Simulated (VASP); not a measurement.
# Lu (P6/mmm) in VASP: further runs

The runs below take Lu through single point, with BLYP.

Program: VASP 6.6.1. These are calculated values, not measurements. Logs are shortened: lines on timing, memory, paths and dates and some standing lists are left out, and cuts for length are marked.

## Step 1: The cell of the first run

It takes space group P6/mmm (No. 191, hexagonal). Conventional cell: a = 5.471 Å, b = 5.471 Å, c = 3.440 Å, α = 90.00°, β = 90.00°, γ = 120.00°. Within 4.5 Å of Lu (site symmetry 6/mmm) lie 14 Lu at 3.44 to 3.60 Å. Within 4.2 Å of Lu (site symmetry -6m2) lie 11 Lu at 3.16 to 3.60 Å.

This isn't the form of Lu at room conditions, which is hcp.

## Step 2: Single point, BLYP

Contents of INCAR:

```
PREC = Accurate
ENCUT = 520
EDIFF = 1E-7
ISMEAR = -1
SIGMA = 0.1
LREAL = F
LASPH = T
NELM = 100
ALGO = Normal
ISIF = 2
LWAVE = F
LCHARG = T
GGA = B5
ALDAX = 1.0
AGGAX = 1.0
AGGAC = 1.0
ALDAC = 0.0
LELF = T
LVHAR = T
NBANDS = 44
```

Contents of KPOINTS:

```
regular mesh
0
Gamma
  9 9 12
```

Contents of POSCAR:

```
Lu
1.0
    5.4713351300      0.0000000000      0.0000000000
   -2.7356675650      4.7383152152      0.0000000000
    0.0000000000      0.0000000000      3.4401197542
Lu
3
Direct
    1.0000000000      1.0000000000      0.0000000000
    0.3333333333      0.6666666667      0.5000000000
    0.6666666667      0.3333333333      0.5000000000
```

Potentials or basis: VASP PAW PBE potentials, release 64 (Lu).

Started as:

```console
$ cat potpaw_PBE.64/Lu/POTCAR > POTCAR
$ mpirun -np 1 vasp_std > vasp.out
```

OUTCAR:

```text
PREC = Accurate
   ENCUT = 520
   EDIFF = 1E-7
   ISMEAR = -1
   LREAL = F
   LASPH = T
   NELM = 100
   ISIF = 2
   GGA = B5

 ion  position               nearest neighbor table
   1  0.000  0.000  0.000-   2 3.60   3 3.60   2 3.60   3 3.60   3 3.60   3 3.60   2 3.60   2 3.60
                             3 3.60   3 3.60   2 3.60   2 3.60
   2  0.333  0.667  0.500-   3 3.16   3 3.16   3 3.16   1 3.60   1 3.60   1 3.60   1 3.60   1 3.60
                             1 3.60
   3  0.667  0.333  0.500-   2 3.16   2 3.16   2 3.16   1 3.60   1 3.60   1 3.60   1 3.60   1 3.60
                             1 3.60

  LATTYP: Found a hexagonal cell.
 ALAT       =     5.4713351300
 C/A-ratio  =     0.6287532517

  Lattice vectors:

 A1 = (   5.4713351300,   0.0000000000,   0.0000000000)
 A2 = (  -2.7356675650,   4.7383152152,   0.0000000000)
 A3 = (   0.0000000000,   0.0000000000,   3.4401197542)

Analysis of symmetry for initial positions (statically):
=====================================================================
 Subroutine PRICEL returns:
 Original cell was already a primitive cell.

 Routine SETGRP: Setting up the symmetry group for a
 hexagonal supercell.

 Subroutine GETGRP returns: Found 24 space group operations
 (whereof 24 operations were pure point group operations)
 out of a pool of 24 trial point group operations.

The static configuration has the point symmetry D_6h.

Analysis of symmetry for dynamics (positions and initial velocities):
=====================================================================
 Subroutine PRICEL returns:
 Original cell was already a primitive cell.

 Routine SETGRP: Setting up the symmetry group for a
 hexagonal supercell.

 Subroutine GETGRP returns: Found 24 space group operations
 (whereof 24 operations were pure point group operations)
 out of a pool of 24 trial point group operations.

The dynamic configuration has the point symmetry D_6h.

 Subroutine INISYM returns: Found 24 space group operations
 (whereof 24 operations are pure point group operations),
 and found     1 'primitive' translations

----------------------------------------------------------------------------------------

                                     Primitive cell

  volume of cell :      89.1848

  direct lattice vectors                    reciprocal lattice vectors
     5.471335130  0.000000000  0.000000000     0.182770745  0.105522739  0.000000000
    -2.735667565  4.738315215  0.000000000     0.000000000  0.211045478  0.000000000
     0.000000000  0.000000000  3.440119754     0.000000000  0.000000000  0.290687555

  length of vectors
     5.471335130  5.471335130  3.440119754     0.211045478  0.211045478  0.290687555

  position of ions in fractional coordinates (direct lattice)
     0.000000000  0.000000000  0.000000000
     0.333333333  0.666666667  0.500000000
     0.666666667  0.333333333  0.500000000

  ion indices of the primitive-cell ions
   primitive index   ion index
                 1           1
                 2           2
                 3           3

----------------------------------------------------------------------------------------

 KPOINTS: regular mesh

Automatic generation of k-mesh.
 Grid dimensions read from file:
 generate k-points for:    9    9   12

 Generating k-lattice:

  Cartesian coordinates                     Fractional coordinates (reciprocal lattice)
     0.020307861  0.011724749  0.000000000     0.111111111  0.000000000  0.000000000
     0.000000000  0.023449498  0.000000000     0.000000000  0.111111111  0.000000000
     0.000000000  0.000000000  0.024223963     0.000000000  0.000000000  0.083333333

  Length of vectors
     0.023449498  0.023449498  0.024223963

  Shift w.r.t. Gamma in fractional coordinates (k-lattice)
     0.000000000  0.000000000  0.000000000

 Subroutine IBZKPT returns following result:
 ===========================================

 Found     84 irreducible k-points:

 Following reciprocal coordinates:
            Coordinates               Weight
  0.000000  0.000000  0.000000      1.000000
  0.111111 -0.000000  0.000000      6.000000
  0.222222 -0.000000  0.000000      6.000000
  0.333333  0.000000  0.000000      6.000000
  0.444444 -0.000000  0.000000      6.000000
  0.111111  0.111111  0.000000      6.000000
[... 16 lines left out ...]
  0.333333  0.222222  0.083333     24.000000
  0.333333  0.333333  0.083333      4.000000
 [... further k-points ...]
   k-points           NKPTS =     84   k-points in BZ     NKDIM =     84   number of bands    NBANDS=     44
   number of dos      NEDOS =    301   number of ions     NIONS =      3
   total plane-waves  NPLWV =  49392
   dimension x,y,z NGX =    42 NGY =   42 NGZ =   28
   dimension x,y,z NGXF=    84 NGYF=   84 NGZF=   56
   ions per type =               3
   NGX,Y,Z   is equivalent  to a cutoff of  12.76, 12.76, 13.53 a.u.
   NGXF,Y,Z  is equivalent  to a cutoff of  25.52, 25.52, 27.06 a.u.
 SYSTEM =  unknown system
   PREC   = accura    normal or accurate (medium, high low for compatibility)
   ISTART =      0    job   : 0-new  1-cont  2-samecut
   ICHARG =      2    charge: 1-file 2-atom 10-const
   ISPIN  =      1    spin polarized calculation?
   LNONCOLLINEAR =      F non collinear calculations
   LSORBIT =      F    spin-orbit coupling
   LASPH  =      T    aspherical Exc in radial PAW
   ENCUT  =  520.0 eV  38.22 Ry    6.18 a.u.  10.17 10.17  6.40*2*pi/ulx,y,z
   NELM   =    100;   NELMIN=  2; NELMDL= -5     # of ELM steps
   EDIFF  = 0.1E-06   stopping-criterion for ELM
   LREAL  =      F    real-space projection
   EDIFFG = 0.1E-05   stopping-criterion for IOM
   NSW    =      0    number of steps for IOM
   IBRION =     -1    ionic relax: 0-MD 1-quasi-New 2-CG
   NFREE  =      0    steps in history (QN), initial steepest desc. (CG)
   ISIF   =      2    stress and relaxation
   ISYM   =      2    0-nonsym 1-usesym 2-fastsym
   POTIM  = 0.5000    time-step for ionic-motion
   TEBEG  =    0.0;   TEEND  =   0.0 temperature during run
   PSTRESS=    0.0 pullay stress
   NELECT =      75.0000    total number of electrons
   NUPDOWN=      -1.0000    fix difference up-down
   EMIN   =  10.00;   EMAX   =-10.00  energy-range for DOS
   EFERMI =   0.00;   METHOD = LEGACY
   ISMEAR =    -1;   SIGMA  =   0.10  broadening in eV -4-tet -1-fermi 0-gaus
   EFERMI_NEDOS =   21; number of points for ismear=-14 and -15
   IALGO  =     38    algorithm
   IMIX   =      4    mixing-type and parameters
     AMIX     =   0.40;   BMIX     =  1.00
     AMIX_MAG =   1.60;   BMIX_MAG =  1.00
  volume/ion in A,a.u.               =      29.73       200.62
  Fermi-wavevector in a.u.,A,eV,Ry     =   1.545248  2.920096 32.487892  2.387793
  Thomas-Fermi vector in A             =   2.650654
   LORBIT       =      0    0 simple, 1 ext, 2 COOP (PROOUT), +10 PAW based schemes
   GGA     = B5    functional components
   LHFCALC =     F    Hartree Fock is set to
   AEXX    =    0.0000 exact exchange contribution
   IVDW    =     0    specifies the selected vdW correction
   LEPSILON=     F    determine dielectric tensor
   LRPA    =     F    only Hartree local field effects (RPA)
 non-spin polarized calculation
  energy-cutoff  :      520.00
  volume of cell :       89.18
 maximum number of plane-waves:      2424
 NGX is ok and might be reduce to    42
   NGX = 21   NGY = 21   NGZ = 13

 number of electron      74.9999976 magnetization

 Free energy of the ion-electron system (eV)
  ---------------------------------------------------
  ext. energy  EPLUGINS =         0.00000000
  ---------------------------------------------------
  free energy    TOTEN  =       -10.32818582 eV

  energy without entropy =      -10.15777446  energy(sigma->0) =      -10.24298014

 E-fermi :   2.5921     XC(G=0): -10.0975

 val. band max:        2.5878187840   @ k =   0.0000   0.0000   0.0833
 cond. band min:       2.5944778319   @ k =   0.1111   0.1111   0.1667
 fundamental gap:      0.0066590479
 Fermi energy:         2.5921437751

 k-point     1 :       0.0000    0.0000    0.0000
  band No.  band energies     occupation
      1     -53.4987      2.00000
      2     -53.4477      2.00000
      3     -53.4189      2.00000
      4     -24.5711      2.00000
      5     -24.5711      2.00000
      6     -24.3767      2.00000
[... 36 lines left out ...]
     43       5.3494      0.00000
     44       5.7887      0.00000

 k-point     2 :       0.1111   -0.0000    0.0000
  band No.  band energies     occupation
      1     -53.4972      2.00000
      2     -53.4490      2.00000
      3     -53.4191      2.00000
      4     -24.5857      2.00000
      5     -24.5727      2.00000
      6     -24.3588      2.00000
[... 36 lines left out ...]
     43       5.4430      0.00000
     44       5.4722      0.00000

 k-point     3 :       0.2222   -0.0000    0.0000
  band No.  band energies     occupation
      1     -53.4931      2.00000
      2     -53.4527      2.00000
      3     -53.4195      2.00000
      4     -24.6155      2.00000
      5     -24.5652      2.00000
      6     -24.3199      2.00000
[... 36 lines left out ...]
     43       5.1047      0.00000
     44       5.3256      0.00000

 k-point     4 :       0.3333    0.0000    0.0000
  band No.  band energies     occupation
      1     -53.4871      2.00000
      2     -53.4582      2.00000
      3     -53.4200      2.00000
      4     -24.6425      2.00000
      5     -24.5346      2.00000
      6     -24.2795      2.00000
[... 882 lines left out ...]
     43       4.9329      0.00000
     44       5.2201      0.00000

 k-point    23 :       0.3333    0.2222    0.0833
  band No.  band energies     occupation
      1     -53.4773      2.00000
      2     -53.4660      2.00000
      3     -53.4199      2.00000
      4     -24.6290      2.00000
      5     -24.4933      2.00000
      6     -24.3893      2.00000
[... 36 lines left out ...]
     43       4.9447      0.00000
     44       5.3689      0.00000

 k-point    24 :       0.3333    0.3333    0.0833
  band No.  band energies     occupation
      1     -53.4716      2.00000
      2     -53.4716      2.00000
      3     -53.4201      2.00000
      4     -24.6218      2.00000
      5     -24.4519      2.00000
      6     -24.4519      2.00000
[... 36 lines left out ...]
     43       5.2177      0.00000
     44       5.2179      0.00000

 [... further k-points ...]

------------------------ aborting loop because EDIFF is reached ----------------------------------------

  FORCE on cell =-STRESS in cart. coord.  units (eV):
  Direction    XX          YY          ZZ          XY          YZ          ZX
  --------------------------------------------------------------------------------------
  -------------------------------------------------------------------------------------
  Total        0.1305684      0.1305684      0.0845873      0.0000000      0.0000000     -0.0000000
  in kB        2.3456209      2.3456209      1.5195849      0.0000000      0.0000000     -0.0000000
  external PRESSURE =       2.0702756 kB  Pullay stress =       0.0000000 kB

 VOLUME and BASIS-vectors are now :
 -----------------------------------------------------------------------------
  energy-cutoff  :      520.00
  volume of cell :       89.18
      direct lattice vectors                 reciprocal lattice vectors
     5.471335130  0.000000000  0.000000000     0.182770745  0.105522739  0.000000000
    -2.735667565  4.738315215  0.000000000     0.000000000  0.211045478  0.000000000
     0.000000000  0.000000000  3.440119754     0.000000000  0.000000000  0.290687555

 POSITION                                       TOTAL-FORCE (eV/Angst)
 -----------------------------------------------------------------------------------
      0.00000      0.00000      0.00000        -0.000000      0.000000      0.000000
     -0.00000      3.15888      1.72006        -0.000000     -0.000000     -0.000000
      2.73567      1.57944      1.72006         0.000000      0.000000      0.000000
 -----------------------------------------------------------------------------------
    total drift:                                0.000000      0.000000     -0.000000

  FREE ENERGIE OF THE ION-ELECTRON SYSTEM (eV)
  ---------------------------------------------------
  free  energy   TOTEN  =       -10.3281858214 eV

  energy  without entropy=      -10.1577744565  energy(sigma->0) =      -10.24298014
```

It took 3.6 min on 1 thread of Intel Xeon 6975P-C (Granite Rapids), shared host; peak memory 0.39 GiB.

Results:

* Free energy: -10.3282 eV
* Pressure: 0.2 GPa
* Band gap on the k mesh: zero (an odd number of electrons rules out a gap without spin polarisation)

Caveat: the PAW data sets were made with another functional, which shifts forces and pressure a little; spin-orbit coupling is left out, which moves the levels of the heavy elements.

(Part 1 of 2 ends here.)

The gap in the log of VASP goes by the Fermi energy; the results here count the filled bands.